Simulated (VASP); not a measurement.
# RbTaAs2 (P4/mmm) in VASP: further runs

RbTaAs2 is run at these levels: PBE; tasks: single point.

Everything below comes from runs of VASP 6.6.1. Logs are shortened: lines on timing, memory, paths and dates and some standing lists are left out, and cuts for length are marked.

## 1. The cell of the first run

It takes space group P4/mmm (No. 123, tetragonal). The conventional cell has a = 3.331 Å, b = 3.331 Å, c = 8.290 Å, α = 90.00°, β = 90.00°, γ = 90.00°. Within 4.4 Å of Rb (site symmetry 4/mmm) lie 4 Rb at 3.33 Å and 8 As at 3.55 Å and 2 Ta at 4.15 Å. Ta (site symmetry 4/mmm) has 8 As at 2.79 Å and 4 Ta at 3.33 Å within 3.7 Å. As (site symmetry 4mm) has 4 Ta at 2.79 Å and 5 As at 2.97 to 3.33 Å and 4 Rb at 3.55 Å within 3.7 Å.

## 2. Single point, PBE

The input, INCAR:

```
SYSTEM = RbTaAs2
  PREC = Accurate
  ENCUT = 520
  EDIFF = 1E-7
  ISMEAR = 0
  SIGMA = 0.1
  LREAL = .FALSE.
  LASPH = .TRUE.
  NELM = 60
  ALGO = Normal
  ISIF = 2
  LWAVE = .FALSE.
  LCHARG = .FALSE.
  GGA = PE
  NBANDS = 23
```

The input, KPOINTS:

```
regular mesh
0
G
  4 4 2
  0 0 0
```

The input, POSCAR:

```
RbTaAs2
1.0
    3.3307812597      0.0000000000      0.0000000000
    0.0000000000      3.3307812597      0.0000000000
    0.0000000000      0.0000000000      8.2904092359
Rb Ta As
1 1 2
Direct
    0.0000000000      0.0000000000      0.0000000000
    0.0000000000      0.0000000000      0.5000000000
    0.5000000000      0.5000000000      0.3206688284
    0.5000000000      0.5000000000      0.6793311716
```

Potentials or basis: VASP PAW PBE potentials, release 64 (Rb_sv, Ta_pv, As).

Started as:

```
cat potpaw_PBE.64/Rb_sv/POTCAR potpaw_PBE.64/Ta_pv/POTCAR potpaw_PBE.64/As/POTCAR > POTCAR
mpirun -np 1 vasp_std > vasp.out
```

OUTCAR:

```text
SYSTEM = RbTaAs2
   PREC = Accurate
   ENCUT = 520
   EDIFF = 1E-7
   ISMEAR = 0
   LREAL = .FALSE.
   LASPH = .TRUE.
   NELM = 60
   ISIF = 2
   GGA = PE

 ion  position               nearest neighbor table
   1  0.000  0.000  0.000-   3 3.55   4 3.55   3 3.55   4 3.55   3 3.55   4 3.55   3 3.55   4 3.55
                             2 4.15   2 4.15
   2  0.000  0.000  0.500-   3 2.79   4 2.79   3 2.79   4 2.79   3 2.79   4 2.79   3 2.79   4 2.79
                             1 4.15   1 4.15
   3  0.500  0.500  0.321-   2 2.79   2 2.79   2 2.79   2 2.79   1 3.55   1 3.55   1 3.55   1 3.55

   4  0.500  0.500  0.679-   2 2.79   2 2.79   2 2.79   2 2.79   1 3.55   1 3.55   1 3.55   1 3.55

  LATTYP: Found a simple tetragonal cell.
 ALAT       =     3.3307812597
 C/A-ratio  =     2.4890284259

  Lattice vectors:

 A1 = (   3.3307812597,   0.0000000000,   0.0000000000)
 A2 = (   0.0000000000,   3.3307812597,   0.0000000000)
 A3 = (   0.0000000000,   0.0000000000,   8.2904092359)

Analysis of symmetry for initial positions (statically):
=====================================================================
 Subroutine PRICEL returns:
 Original cell was already a primitive cell.

 Routine SETGRP: Setting up the symmetry group for a
 simple tetragonal supercell.

 Subroutine GETGRP returns: Found 16 space group operations
 (whereof 16 operations were pure point group operations)
 out of a pool of 16 trial point group operations.

The static configuration has the point symmetry D_4h.

Analysis of symmetry for dynamics (positions and initial velocities):
=====================================================================
 Subroutine PRICEL returns:
 Original cell was already a primitive cell.

 Routine SETGRP: Setting up the symmetry group for a
 simple tetragonal supercell.

 Subroutine GETGRP returns: Found 16 space group operations
 (whereof 16 operations were pure point group operations)
 out of a pool of 16 trial point group operations.

The dynamic configuration has the point symmetry D_4h.

 Subroutine INISYM returns: Found 16 space group operations
 (whereof 16 operations are pure point group operations),
 and found     1 'primitive' translations

----------------------------------------------------------------------------------------

                                     Primitive cell

  volume of cell :      91.9747
[... 78 lines left out ...]
   ENCUT  =  520.0 eV  38.22 Ry    6.18 a.u.   6.19  6.19 15.41*2*pi/ulx,y,z
   NELM   =     60;   NELMIN=  2; NELMDL= -5     # of ELM steps
   EDIFF  = 0.1E-06   stopping-criterion for ELM
   LREAL  =      F    real-space projection
   EDIFFG = 0.1E-05   stopping-criterion for IOM
   NSW    =      0    number of steps for IOM
   IBRION =     -1    ionic relax: 0-MD 1-quasi-New 2-CG
   NFREE  =      0    steps in history (QN), initial steepest desc. (CG)
   ISIF   =      2    stress and relaxation
   ISYM   =      2    0-nonsym 1-usesym 2-fastsym
   POTIM  = 0.5000    time-step for ionic-motion
   TEBEG  =    0.0;   TEEND  =   0.0 temperature during run
   PSTRESS=    0.0 pullay stress
   NELECT =      30.0000    total number of electrons
   NUPDOWN=      -1.0000    fix difference up-down
   EMIN   =  10.00;   EMAX   =-10.00  energy-range for DOS
   EFERMI =   0.00;   METHOD = LEGACY
   ISMEAR =     0;   SIGMA  =   0.10  broadening in eV -4-tet -1-fermi 0-gaus
   EFERMI_NEDOS =   21; number of points for ismear=-14 and -15
   IALGO  =     38    algorithm
   IMIX   =      4    mixing-type and parameters
     AMIX     =   0.40;   BMIX     =  1.00
     AMIX_MAG =   1.60;   BMIX_MAG =  1.00
  volume/ion in A,a.u.               =      22.99       155.17
  Fermi-wavevector in a.u.,A,eV,Ry     =   1.126919  2.129567 17.278656  1.269945
  Thomas-Fermi vector in A             =   2.263602
   LORBIT       =      0    0 simple, 1 ext, 2 COOP (PROOUT), +10 PAW based schemes
   GGA     = PE    functional components
   LHFCALC =     F    Hartree Fock is set to
   AEXX    =    0.0000 exact exchange contribution
   IVDW    =     0    specifies the selected vdW correction
   LEPSILON=     F    determine dielectric tensor
   LRPA    =     F    only Hartree local field effects (RPA)
 non-spin polarized calculation
 Gauss-broadening in eV      SIGMA  =   0.10
  energy-cutoff  :      520.00
  volume of cell :       91.97
 maximum number of plane-waves:      2504
 NGX is ok and might be reduce to    28
   NGX = 13   NGY = 13   NGZ = 31

 number of electron      29.9999998 magnetization

 Free energy of the ion-electron system (eV)
  ---------------------------------------------------
  ext. energy  EPLUGINS =         0.00000000
  ---------------------------------------------------
  free energy    TOTEN  =       -22.96983136 eV

  energy without entropy =      -22.94492629  energy(sigma->0) =      -22.95737882

 E-fermi :   4.4765     XC(G=0): -10.1149

 val. band max:        4.4523603783   @ k =   0.0000   0.0000   0.0000
 cond. band min:       4.5608682018   @ k =   0.0000   0.0000   0.0000
 fundamental gap:      0.1085078235
 Fermi energy:         4.4764844886

 k-point     1 :       0.0000    0.0000    0.0000
  band No.  band energies     occupation
      1     -30.1928      2.00000
      2     -30.0002      2.00000
      3     -30.0002      2.00000
      4     -23.7256      2.00000
      5      -8.2395      2.00000
      6      -8.1251      2.00000
[... 301 lines left out ...]
     22       8.5590      0.00000
     23       8.9243      0.00000

------------------------ aborting loop because EDIFF is reached ----------------------------------------

  FORCE on cell =-STRESS in cart. coord.  units (eV):
  Direction    XX          YY          ZZ          XY          YZ          ZX
  --------------------------------------------------------------------------------------
  -------------------------------------------------------------------------------------
  Total        0.0934954      0.0934954      0.2351431      0.0000000      0.0000000     -0.0000000
  in kB        1.6286690      1.6286690      4.0961388      0.0000000      0.0000000     -0.0000000
  external PRESSURE =       2.4511589 kB  Pullay stress =       0.0000000 kB

 VOLUME and BASIS-vectors are now :
 -----------------------------------------------------------------------------
  energy-cutoff  :      520.00
  volume of cell :       91.97
      direct lattice vectors                 reciprocal lattice vectors
     3.330781260  0.000000000  0.000000000     0.300229863  0.000000000  0.000000000
     0.000000000  3.330781260  0.000000000     0.000000000  0.300229863  0.000000000
     0.000000000  0.000000000  8.290409236     0.000000000  0.000000000  0.120621307

 POSITION                                       TOTAL-FORCE (eV/Angst)
 -----------------------------------------------------------------------------------
      0.00000      0.00000      0.00000         0.000000     -0.000000      0.000000
      0.00000      0.00000      4.14520         0.000000     -0.000000      0.000000
      1.66539      1.66539      2.65848         0.000000     -0.000000     -0.034265
      1.66539      1.66539      5.63193         0.000000      0.000000      0.034265
 -----------------------------------------------------------------------------------
    total drift:                               -0.000000      0.000000     -0.000000

  FREE ENERGIE OF THE ION-ELECTRON SYSTEM (eV)
  ---------------------------------------------------
  free  energy   TOTEN  =       -22.9698313569 eV

  energy  without entropy=      -22.9449262913  energy(sigma->0) =      -22.95737882
```

OSZICAR:

```text
N       E                     dE             d eps       ncg     rms          rms(c)
DAV:   1     0.179988769834E+03    0.17999E+03   -0.14625E+04   552   0.121E+03
DAV:   2    -0.153728577130E+02   -0.19536E+03   -0.18758E+03   681   0.274E+02
DAV:   3    -0.242146034273E+02   -0.88417E+01   -0.87068E+01   738   0.520E+01
DAV:   4    -0.244621213853E+02   -0.24752E+00   -0.24715E+00   770   0.779E+00
DAV:   5    -0.244661009998E+02   -0.39796E-02   -0.39788E-02   732   0.963E-01    0.132E+01
DAV:   6    -0.234029160354E+02    0.10632E+01   -0.94029E+00   624   0.118E+01    0.550E+00
DAV:   7    -0.230424884607E+02    0.36043E+00   -0.17022E+00   659   0.581E+00    0.427E+00
DAV:   8    -0.229700930038E+02    0.72395E-01   -0.17696E-01   716   0.272E+00    0.918E-01
DAV:   9    -0.229700550148E+02    0.37989E-04   -0.28171E-02   715   0.799E-01    0.313E-01
DAV:  10    -0.229699046552E+02    0.15036E-03   -0.35689E-03   701   0.371E-01    0.926E-02
DAV:  11    -0.229698371608E+02    0.67494E-04   -0.41726E-04   702   0.126E-01    0.335E-02
DAV:  12    -0.229698382401E+02   -0.10794E-05   -0.60545E-05   707   0.448E-02    0.201E-02
DAV:  13    -0.229698312222E+02    0.70180E-05   -0.16184E-05   636   0.244E-02    0.354E-03
DAV:  14    -0.229698314596E+02   -0.23740E-06   -0.18494E-06   720   0.646E-03    0.195E-03
DAV:  15    -0.229698313062E+02    0.15334E-06   -0.18755E-07   597   0.223E-03    0.764E-04
DAV:  16    -0.229698313569E+02   -0.50617E-07   -0.19766E-08   395   0.757E-04
   1 F= -.22969831E+02 E0= -.22957379E+02  d E =-.249051E-01
```

stdout:

```text
POSCAR found type information on POSCAR RbTaAs
 POSCAR found :  3 types and       4 ions
 scaLAPACK will be used
 LDA part: xc-table for (Slater+PW92), standard interpolation
 POSCAR, INCAR and KPOINTS ok, starting setup
 FFT: planning ... GRIDC
 FFT: planning ... GRID_SOFT
 FFT: planning ... GRID
 WAVECAR not read
 entering main loop
```

Run time: 30 s. Hardware: 1 thread of Intel Xeon Platinum 8259CL at 2.50GHz (Skylake/Cascade Lake), shared host; peak memory 0.22 GiB.

What came out:

* Free energy: -22.9698 eV
* Pressure: 0.2 GPa
* Largest force: 0.034 eV/Å
* Band gap on the k mesh: zero (band 15 reaches 5.24 eV, above the bottom of band 16 at 4.32 eV)

Forces on the atoms (eV/Å):
```
Rb   0.000  0.000  0.000
Ta   0.000  0.000  0.000
As   0.000  0.000 -0.034
As   0.000  0.000  0.034
```

Stress tensor (GPa, compression positive):
```
0.16 0.00 0.00
0.00 0.16 0.00
0.00 0.00 0.41
```

Levels at points of the mesh, in eV from the Fermi level:
```csv
k point,band 13,band 14,band 15,band 16,band 17,band 18
"(0.00, 0.00, 0.00)",-0.75,-0.02,0.08,0.83,0.83,2.24
"(0.50, 0.00, 0.00)",-1.49,-1.26,-1.00,1.41,2.58,2.80
"(0.50, 0.50, 0.00)",-3.41,-3.26,-0.38,1.61,1.92,2.71
"(0.00, 0.00, 0.50)",-0.72,-0.72,0.76,0.76,1.08,2.24
"(0.50, 0.00, 0.50)",-1.48,-0.85,-0.75,1.42,2.50,3.27
"(0.50, 0.50, 0.50)",-3.54,-2.91,-0.19,-0.16,3.00,3.35
```

Caveat: the k points lie up to 0.47 Å⁻¹ apart; spin-orbit coupling is left out, which moves the levels of the heavy elements.

## 3. Single point, PBE

This run uses another cell than the first one, of 27.31 Å³/atom, 1.188 times its volume.

The input, INCAR:

```
PREC = Accurate
ENCUT = 520
EDIFF = 1E-6
ISMEAR = 0
SIGMA = 0.1
LREAL = F
LASPH = T
NELM = 80
ALGO = Normal
ISIF = 2
LWAVE = F
LCHARG = T
GGA = PE
LELF = T
LVHAR = T
NBANDS = 23
```

The input, KPOINTS:

```
regular mesh
0
Gamma
  4 4 2
```

The input, POSCAR:

```
RbTaAs2
1.0
    3.7943459700      0.0000000000      0.0000000000
    0.0000000000      3.7943459700      0.0000000000
    0.0000000000      0.0000000000      7.5886919400
Rb Ta As
1 1 2
Direct
    0.0000000000      0.0000000000      0.0000000000
    0.0000000000      0.0000000000      0.5000000000
    0.5000000000      0.5000000000      0.2500000000
    0.5000000000      0.5000000000      0.7500000000
```

Potentials or basis: VASP PAW PBE potentials, release 64 (Rb_sv, Ta_pv, As).

Started as:

```
cat potpaw_PBE.64/Rb_sv/POTCAR potpaw_PBE.64/Ta_pv/POTCAR potpaw_PBE.64/As/POTCAR > POTCAR
mpirun -np 1 vasp_std > vasp.out
```

Run time: 28 s. Hardware: 1 thread of Intel Xeon Platinum 8259CL at 2.50GHz (Skylake/Cascade Lake), shared host; peak memory 0.21 GiB.

It converged, with:

```yaml
Free_energy: -19.4168 eV
Pressure: -10.8 GPa
Largest_force: 3.279 eV/Å
Band_gap_on_the_k_mesh: zero (band 15 reaches 3.23 eV, above the bottom of band 16 at 2.71 eV)
```

Forces in eV/Å, atoms in the order of the input:
```
Rb   0.000  0.000  0.000
Ta   0.000  0.000  0.000
As   0.000  0.000  3.279
As   0.000  0.000 -3.279
```

Stress tensor (GPa, compression positive):
```
-11.53   0.00   0.00
  0.00 -11.53   0.00
  0.00   0.00  -9.32
```

Levels at points of the mesh, in eV from the Fermi level:
| k point | band 13 | band 14 | band 15 | band 16 | band 17 | band 18 |
| --- | --- | --- | --- | --- | --- | --- |
| (0.00, 0.00, 0.00) | -0.60 | -0.21 | 0.38 | 0.48 | 0.48 | 1.39 |
| (0.50, 0.00, 0.00) | -0.67 | -0.66 | -0.54 | 0.83 | 1.29 | 1.47 |
| (0.50, 0.50, 0.00) | -2.15 | -2.15 | -0.58 | 1.28 | 1.84 | 1.84 |
| (0.00, 0.00, 0.50) | -0.46 | -0.46 | 0.25 | 0.26 | 0.26 | 1.39 |
| (0.50, 0.00, 0.50) | -1.31 | -0.54 | -0.20 | 0.77 | 0.86 | 1.92 |
| (0.50, 0.50, 0.50) | -2.56 | -1.92 | -0.92 | -0.11 | 2.18 | 2.19 |

Caveat: the k points lie up to 0.41 Å⁻¹ apart; spin-orbit coupling is left out, which moves the levels of the heavy elements; forces of over 1 eV/Å act on the atoms, so gaps and moduli don't describe the material at rest.
